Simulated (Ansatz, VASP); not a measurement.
# MgCd2O3: VASP beside Ansatz

Contents of INCAR:

```
PREC = Accurate
ENCUT = 520
EDIFF = 1E-6
ISMEAR = 0
SIGMA = 0.1
LREAL = False
LASPH = True
NELM = 60
ALGO = Normal
ISIF = 2
LWAVE = False
LCHARG = False
GGA = PE
NBANDS = 31
```

Contents of KPOINTS:

```
regular mesh
0
Gamma
  6 6 2
```

POSCAR

```
MgCd2O3
1.0
    3.5157431900      0.0000000000      0.0000000000
   -1.7578715900      3.0447229100      0.0000000000
    0.0000000000      0.0000000000      8.6117768800
Mg Cd O
1 2 3
Direct
    0.0000000000      0.0000000000      0.0000000000
    0.3333333300      0.6666666700      0.3333333300
    0.6666666700      0.3333333300      0.6666666700
    0.3333333300      0.6666666700      0.8333333300
    0.6666666700      0.3333333300      0.1666666700
    0.0000000000      0.0000000000      0.5000000000
```

Input for Ansatz:

```yaml
crystal:
  lattice:
    - [3.51574319, 0.0, 0.0]
    - [-1.75787159, 3.04472291, 0.0]
    - [0.0, 0.0, 8.61177688]
  atoms:
    - { symbol: Mg, position: [0.0, 0.0, 0.0] }
    - { symbol: Cd, position: [0.33333333, 0.66666667, 0.33333333] }
    - { symbol: Cd, position: [0.66666667, 0.33333333, 0.66666667] }
    - { symbol: O, position: [0.33333333, 0.66666667, 0.83333333] }
    - { symbol: O, position: [0.66666667, 0.33333333, 0.16666667] }
    - { symbol: O, position: [0.0, 0.0, 0.5] }
basis:
  ecutwfc: 420
kpoints:
  mp_grid: { grid: [6, 6, 2] }
hamiltonian:
  xc: pbe
scf:
  occupations: { method: gaussian, width: 0.1 }
  lower_state_search: "off"
output:
  forces: true
  stress: true
  eigenvalues: true
```

Alike in both runs: task single point; functional PBE; k mesh 6 × 6 × 2; occupations gaussian, width 0.1 eV; no spin polarisation.

```csv
,VASP,Ansatz
version,VASP 6.6.1,Ansatz 0.2.0
potentials or method,"VASP PAW PBE potentials, release 64 (Mg, Cd, O), cutoff 520 eV","scalar-relativistic, plane waves, PAW"
valence electrons in the cell,44,68
```

|  | VASP | Ansatz | Ansatz less VASP |
| --- | --- | --- | --- |
| gap on the k mesh at the Fermi level (eV) | none | none | - |
| pressure (GPa) | -16.3 | -16.7 | -0.31 |
| traceless stress, the component that is largest in VASP (GPa) | -0.20 | -0.20 | +0.001 |
| rms of the force components (eV/Å) | 0.333 | 0.316 | -0.0167 |

Atom by atom the forces differ by 0.017 eV/Å (rms over components). A gap of «none» marks a metal or a gap that the smearing closes. VASP's potentials hold 44 valence electrons a cell and Ansatz's 68, so a difference there can come from the potentials and not from the codes.

The k mesh is coarse, so the values compare programs but aren't converged.
